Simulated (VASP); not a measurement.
# ZrSi6 (Pm-3m) in VASP: further runs, part 2 of 2

VASP 6.6.1. The steps go on from the part before.

### Step 4. Relaxation of cell and atoms, PBE

INCAR reads:

```
PREC = Accurate
ENCUT = 600
EDIFF = 1E-6
ISMEAR = 0
SIGMA = 0.1
LREAL = F
LASPH = T
NELM = 60
ALGO = Normal
ISIF = 3
LWAVE = F
LCHARG = F
GGA = PE
IBRION = 2
NSW = 90
EDIFFG = -0.04
```

KPOINTS reads:

```
Automatic mesh
0
Gamma
  4 4 4
```

POSCAR reads:

```
ZrSi6
1.0
    4.7525006400      0.0000000000      0.0000000000
    0.0000000000      4.7525006400      0.0000000000
    0.0000000000      0.0000000000      4.7525006400
Zr Si
1 6
Direct
    0.0000000000      0.0000000000      0.0000000000
    0.2070000000      0.5000000000      0.5000000000
    0.5000000000      0.2070000000      0.5000000000
    0.7930000000      0.5000000000      0.5000000000
    0.5000000000      0.7930000000      0.5000000000
    0.5000000000      0.5000000000      0.2070000000
    0.5000000000      0.5000000000      0.7930000000
```

Potentials or basis: VASP PAW PBE potentials, release 64 (Zr_sv, Si).

Started as:

```console
$ cat potpaw_PBE.64/Zr_sv/POTCAR potpaw_PBE.64/Si/POTCAR > POTCAR
$ mpirun -np 1 vasp_std > vasp.out
```

OUTCAR:

```text
PREC = Accurate
   ENCUT = 600
   EDIFF = 1E-6
   ISMEAR = 0
   LREAL = F
   LASPH = T
   NELM = 60
   ISIF = 3
   GGA = PE
   IBRION = 2
   NSW = 90
   EDIFFG = -0.04

 ion  position               nearest neighbor table
   1  0.000  0.000  0.000-   2 3.50   3 3.50   4 3.50   5 3.50   6 3.50   7 3.50   2 3.50   3 3.50
                             4 3.50   5 3.50   2 3.50   4 3.50   6 3.50   7 3.50   2 3.50   4 3.50
   2  0.207  0.500  0.500-   4 1.97   3 1.97   5 1.97   6 1.97   7 1.97   4 2.78   1 3.50   1 3.50
                             1 3.50   1 3.50
   3  0.500  0.207  0.500-   5 1.97   4 1.97   2 1.97   6 1.97   7 1.97   5 2.78   1 3.50   1 3.50
                             1 3.50   1 3.50
   4  0.793  0.500  0.500-   2 1.97   3 1.97   5 1.97   6 1.97   7 1.97   2 2.78   1 3.50   1 3.50
                             1 3.50   1 3.50
   5  0.500  0.793  0.500-   3 1.97   2 1.97   4 1.97   6 1.97   7 1.97   3 2.78   1 3.50   1 3.50
[... 493 lines left out ...]
  in kB      655.7649773    655.7649773    655.7649773     -0.0000000      0.0000000      0.0000000
  external PRESSURE =     655.7649773 kB  Pullay stress =       0.0000000 kB
[... 323 lines left out ...]
     21      11.0676      0.00000
     22      11.0676      0.00000

[... ionic steps 4 to 10 ...]

--------------------------------------- Ionic step       11  -------------------------------------------

 number of electron      35.9999999 magnetization

------------------------ aborting loop because EDIFF is reached ----------------------------------------
[... 334 lines left out ...]
--------------------------------------- Ionic step       13  -------------------------------------------

 number of electron      36.0000002 magnetization

 Free energy of the ion-electron system (eV)
  ---------------------------------------------------
  ext. energy  EPLUGINS =         0.00000000
  ---------------------------------------------------
  free energy    TOTEN  =       -31.70701535 eV

  energy without entropy =      -31.66521256  energy(sigma->0) =      -31.68611395

 E-fermi :   4.8185     XC(G=0):  -8.7399

 val. band max:        4.7944042167   @ k =   0.5000   0.5000   0.2500
 cond. band min:       4.8209412968   @ k =   0.2500   0.2500   0.2500
 fundamental gap:      0.0265370801
 Fermi energy:         4.8185228144
[... 282 lines left out ...]
  FREE ENERGIE OF THE ION-ELECTRON SYSTEM (eV)
  ---------------------------------------------------
  free  energy   TOTEN  =       -31.7070153463 eV

  energy  without entropy=      -31.6652125560  energy(sigma->0) =      -31.68611395

 reached required accuracy - stopping structural energy minimisation
```

OSZICAR:

```text
N       E                     dE             d eps       ncg     rms          rms(c)
DAV:   1     0.239002742921E+03    0.23900E+03   -0.18422E+04   440   0.166E+03
DAV:   2    -0.145572320618E+02   -0.25356E+03   -0.24984E+03   596   0.320E+02
DAV:   3    -0.303361968717E+02   -0.15779E+02   -0.15399E+02   714   0.684E+01
[... 304 lines left out ...]
DAV:   8    -0.317070101958E+02    0.40786E-03   -0.28124E-03   742   0.129E-01    0.190E-02
DAV:   9    -0.317070159220E+02   -0.57262E-05   -0.24634E-04   644   0.431E-02    0.788E-03
DAV:  10    -0.317070172085E+02   -0.12865E-05   -0.16344E-05   478   0.141E-02    0.679E-03
DAV:  11    -0.317070156387E+02    0.15698E-05   -0.40035E-06   438   0.618E-03    0.258E-03
DAV:  12    -0.317070153463E+02    0.29239E-06   -0.16563E-06   350   0.357E-03
  13 F= -.31707015E+02 E0= -.31686114E+02  d E =-.137089E+00
```

CONTCAR:

```text
ZrSi6
   1.00000000000000
     5.6619148247183455    0.0000000000000000    0.0000000000000000
    -0.0000000000000000    5.6619148247183446   -0.0000000000000000
    -0.0000000000000000   -0.0000000000000000    5.6619148247183446
  Zr              Si
     1     6
Direct
     0.0000000000000000    0.0000000000000000    0.0000000000000000
     0.1972827162742972    0.5000000000000000    0.5000000000000000
     0.5000000000000000    0.1972827162742971    0.5000000000000000
     0.8027172837257031    0.5000000000000000    0.5000000000000000
     0.5000000000000000    0.8027172837257031    0.5000000000000000
     0.5000000000000000    0.5000000000000000    0.1972827162742971
     0.5000000000000000    0.5000000000000000    0.8027172837257029

  0.00000000E+00  0.00000000E+00  0.00000000E+00
  0.00000000E+00  0.00000000E+00  0.00000000E+00
  0.00000000E+00  0.00000000E+00  0.00000000E+00
  0.00000000E+00  0.00000000E+00  0.00000000E+00
  0.00000000E+00  0.00000000E+00  0.00000000E+00
  0.00000000E+00  0.00000000E+00  0.00000000E+00
  0.00000000E+00  0.00000000E+00  0.00000000E+00
```

It took 9.2 min on 1 thread of Intel Xeon Platinum 8259CL at 2.50GHz (Skylake/Cascade Lake), shared host; peak memory 0.26 GiB.

Results:

- Free energy: -31.7070 eV
- Relaxed volume: 25.93 Å³/atom
- Relaxed cell: a = 5.662 Å, b = 5.662 Å, c = 5.662 Å, α = 90.00°, β = 90.00°, γ = 90.00°
- Space group after relaxing (to 0.05 Å): Pm-3m (No. 221)
- Energy gained by relaxing: 1959.3 meV/atom
- Ionic steps: 13
- Pressure after relaxing: -0.1 GPa
- Largest force after relaxing: 0.027 eV/Å
- Band gap on the k mesh: zero (band 18 reaches 4.82 eV, above the bottom of band 19 at 4.14 eV)

Forces in eV/Å, atoms in the order of the input:
```
Zr   0.000  0.000  0.000
Si   0.027  0.000  0.000
Si   0.000  0.027  0.000
Si  -0.027  0.000  0.000
Si   0.000 -0.027  0.000
Si   0.000  0.000  0.027
Si   0.000  0.000 -0.027
```

The path:
```csv
step,energy change (eV),largest force (eV/Å),pressure (GPa),volume (Å³)
1,0.0000,11.6867,88.14,107.34
2,86.1641,105.2047,65.58,298.97
3,3.5939,28.3934,46.90,139.45
4,0.7491,24.0693,50.97,129.46
5,-0.9266,16.3456,67.15,114.37
6,-11.8963,1.8429,-6.02,231.40
7,-12.6541,3.7407,-0.24,186.19
8,-12.7211,3.3240,-1.74,192.66
9,-12.7215,3.4350,-1.34,190.71
10,-13.4905,1.6657,1.31,176.28
11,-13.5781,0.8060,3.14,170.86
12,-13.6845,0.3834,1.35,176.14
13,-13.7152,0.0273,-0.15,181.51
```

Final structure:
```
Zr Si
1.0
     5.66191    0.00000    0.00000
     0.00000    5.66191    0.00000
     0.00000    0.00000    5.66191
Zr Si
1 6
Direct
  0.00000 0.00000 0.00000
  0.19728 0.50000 0.50000
  0.50000 0.19728 0.50000
  0.80272 0.50000 0.50000
  0.50000 0.80272 0.50000
  0.50000 0.50000 0.19728
  0.50000 0.50000 0.80272
```

Caveat: the volume moved by over 15 % at a fixed basis, so the end points are rough.

### Step 5. Single point, PBE

This run uses another cell than the first one, of 26.63 Å³/atom, 1.736 times its volume.

INCAR reads:

```
PREC = Accurate ; ENCUT = 520
EDIFF = 1E-7 ; ISMEAR = 0
SIGMA = 0.1 ; LREAL = F
LASPH = T ; NELM = 100
ALGO = Normal ; ISIF = 2
LWAVE = F ; LCHARG = F
GGA = PE ; NBANDS = 27
```

KPOINTS reads:

```
Automatic mesh
0
Gamma
  8 8 8
```

POSCAR reads:

```
ZrSi6
1.0
    5.7122531809      0.0000000000      0.0000000000
    0.0000000000      5.7122531809      0.0000000000
    0.0000000000      0.0000000000      5.7122531809
Zr Si
1 6
Direct
    0.0000000000      0.0000000000      0.0000000000
    0.1985087640      0.5000000000      0.5000000000
    0.5000000000      0.1985087640      0.5000000000
    0.8014912360      0.5000000000      0.5000000000
    0.5000000000      0.8014912360      0.5000000000
    0.5000000000      0.5000000000      0.1985087640
    0.5000000000      0.5000000000      0.8014912360
```

Potentials or basis: VASP PAW PBE potentials, release 64 (Zr_sv, Si).

Started as:

```console
$ cat potpaw_PBE.64/Zr_sv/POTCAR potpaw_PBE.64/Si/POTCAR > POTCAR
$ mpirun -np 1 vasp_std > vasp.out
```

OUTCAR:

```text
PREC = Accurate
   ENCUT = 520
   EDIFF = 1E-7
   ISMEAR = 0
   LREAL = F
   LASPH = T
   NELM = 100
   ISIF = 2
   GGA = PE

 ion  position               nearest neighbor table
   1  0.000  0.000  0.000-
   2  0.199  0.500  0.500-   4 2.27   3 2.44   5 2.44   6 2.44   7 2.44
   3  0.500  0.199  0.500-   5 2.27   4 2.44   2 2.44   6 2.44   7 2.44
   4  0.801  0.500  0.500-   2 2.27   3 2.44   5 2.44   6 2.44   7 2.44
   5  0.500  0.801  0.500-   3 2.27   2 2.44   4 2.44   6 2.44   7 2.44
   6  0.500  0.500  0.199-   7 2.27   3 2.44   4 2.44   5 2.44   2 2.44
   7  0.500  0.500  0.801-   6 2.27   3 2.44   4 2.44   5 2.44   2 2.44

  LATTYP: Found a simple cubic cell.
 ALAT       =     5.7122531809

  Lattice vectors:

 A1 = (   5.7122531809,   0.0000000000,   0.0000000000)
 A2 = (   0.0000000000,   5.7122531809,   0.0000000000)
 A3 = (   0.0000000000,   0.0000000000,   5.7122531809)

Analysis of symmetry for initial positions (statically):
=====================================================================
 Subroutine PRICEL returns:
 Original cell was already a primitive cell.

 Routine SETGRP: Setting up the symmetry group for a
 simple cubic supercell.

 Subroutine GETGRP returns: Found 48 space group operations
 (whereof 48 operations were pure point group operations)
 out of a pool of 48 trial point group operations.

The static configuration has the point symmetry O_h .

Analysis of symmetry for dynamics (positions and initial velocities):
=====================================================================
 Subroutine PRICEL returns:
 Original cell was already a primitive cell.

 Routine SETGRP: Setting up the symmetry group for a
 simple cubic supercell.

 Subroutine GETGRP returns: Found 48 space group operations
 (whereof 48 operations were pure point group operations)
 out of a pool of 48 trial point group operations.

The dynamic configuration has the point symmetry O_h .

[... 130 lines left out ...]
  Fermi-wavevector in a.u.,A,eV,Ry     =   0.946313  1.788273 12.184134  0.895509
  Thomas-Fermi vector in A             =   2.074299
   LORBIT       =      0    0 simple, 1 ext, 2 COOP (PROOUT), +10 PAW based schemes
   GGA     = PE    functional components
   LHFCALC =     F    Hartree Fock is set to
   AEXX    =    0.0000 exact exchange contribution
   IVDW    =     0    specifies the selected vdW correction
   LEPSILON=     F    determine dielectric tensor
   LRPA    =     F    only Hartree local field effects (RPA)
 non-spin polarized calculation
 Gauss-broadening in eV      SIGMA  =   0.10
  energy-cutoff  :      520.00
  volume of cell :      186.39
 maximum number of plane-waves:      5056
   NGX = 21   NGY = 21   NGZ = 21

 number of electron      36.0000001 magnetization

 Free energy of the ion-electron system (eV)
  ---------------------------------------------------
  ext. energy  EPLUGINS =         0.00000000
  ---------------------------------------------------
  free energy    TOTEN  =       -31.59796099 eV

  energy without entropy =      -31.55377651  energy(sigma->0) =      -31.57586875

 E-fermi :   4.5404     XC(G=0):  -8.6227

 val. band max:        4.5324749619   @ k =   0.3750   0.2500   0.0000
 cond. band min:       4.5422853789   @ k =   0.2500   0.2500   0.0000
 fundamental gap:      0.0098104171
 Fermi energy:         4.5403920653

 k-point     1 :       0.0000    0.0000    0.0000
  band No.  band energies     occupation
      1     -46.3277      2.00000
      2     -24.2536      2.00000
      3     -24.2536      2.00000
      4     -24.2536      2.00000
      5      -8.6872      2.00000
      6      -3.2579      2.00000
[... 709 lines left out ...]
     26       6.8566      0.00000
     27       7.2059      0.00000

 [... further k-points ...]

------------------------ aborting loop because EDIFF is reached ----------------------------------------

  FORCE on cell =-STRESS in cart. coord.  units (eV):
  Direction    XX          YY          ZZ          XY          YZ          ZX
  --------------------------------------------------------------------------------------
  -------------------------------------------------------------------------------------
  Total       -0.0746124     -0.0746124     -0.0746124      0.0000000     -0.0000000      0.0000000
  in kB       -0.6413561     -0.6413561     -0.6413561      0.0000000     -0.0000000      0.0000000
  external PRESSURE =      -0.6413561 kB  Pullay stress =       0.0000000 kB

 VOLUME and BASIS-vectors are now :
 -----------------------------------------------------------------------------
  energy-cutoff  :      520.00
  volume of cell :      186.39
      direct lattice vectors                 reciprocal lattice vectors
     5.712253181  0.000000000  0.000000000     0.175062268  0.000000000  0.000000000
     0.000000000  5.712253181  0.000000000     0.000000000  0.175062268  0.000000000
     0.000000000  0.000000000  5.712253181     0.000000000  0.000000000  0.175062268

 POSITION                                       TOTAL-FORCE (eV/Angst)
 -----------------------------------------------------------------------------------
      0.00000      0.00000      0.00000        -0.000000     -0.000000      0.000000
      1.13393      2.85613      2.85613         0.000185     -0.000000      0.000000
      2.85613      1.13393      2.85613         0.000000      0.000185      0.000000
      4.57832      2.85613      2.85613        -0.000185     -0.000000      0.000000
      2.85613      4.57832      2.85613        -0.000000     -0.000185      0.000000
      2.85613      2.85613      1.13393         0.000000     -0.000000      0.000185
      2.85613      2.85613      4.57832        -0.000000     -0.000000     -0.000185
 -----------------------------------------------------------------------------------
    total drift:                               -0.000000     -0.000000     -0.000000

  FREE ENERGIE OF THE ION-ELECTRON SYSTEM (eV)
  ---------------------------------------------------
  free  energy   TOTEN  =       -31.5979609947 eV

  energy  without entropy=      -31.5537765067  energy(sigma->0) =      -31.57586875
```

Run time: 2 min. Hardware: 1 thread of AMD EPYC 9R45 (Zen 5), shared host; peak memory 0.31 GiB.

What came out:

| Item | Value |
| --- | --- |
| Free energy | -31.5980 eV |
| Pressure | -0.1 GPa |
| Band gap on the k mesh | zero (band 18 reaches 4.59 eV, above the bottom of band 19 at 3.97 eV) |

Levels at points of the mesh, in eV from the Fermi level:
```tsv
k point	band 16	band 17	band 18	band 19	band 20	band 21
(0.00, 0.00, 0.00)	-0.34	-0.34	-0.34	-0.02	-0.02	0.35
(0.50, 0.00, 0.00)	-1.29	-1.01	-0.58	-0.58	0.04	0.36
(0.50, 0.50, 0.00)	-0.83	-0.55	-0.55	0.19	0.28	0.50
(0.50, 0.50, 0.50)	-1.22	-0.64	-0.20	0.18	0.18	0.18
```

### Step 6. Overview

| task | cell | k mesh | cutoff (eV) | gap on the mesh (eV) | pressure (GPa) | largest force (eV/Å) |
| --- | --- | --- | --- | --- | --- | --- |
| single point | a = 4.753 Å, 7 atoms | 4 × 4 × 4 | 520 | none | 88.1 | 11.69 |
| single point | a = 5.659 Å, 7 atoms | 4 × 4 × 4 | 520 | none | 0.0 | 0.01 |
| relaxation of cell and atoms | relaxed from a = 4.753 Å, 7 atoms | 4 × 4 × 4 | 600 | none | -0.1 | 0.03 |
| single point | a = 5.712 Å, 7 atoms | 8 × 8 × 8 | 520 | none | -0.1 | - |

Alike in all rows: level PBE; potentials or basis VASP PAW PBE potentials, release 64 (Zr_sv, Si); no spin polarisation; smearing gaussian 0.1 eV.

Caveats: forces of over 1 eV/Å act on the atoms, so gaps and moduli don't describe the material at rest (some runs); the volume moved by over 15 % at a fixed basis, so the end points are rough (some runs).

Absolute energies hang on the potentials; compare differences alone.
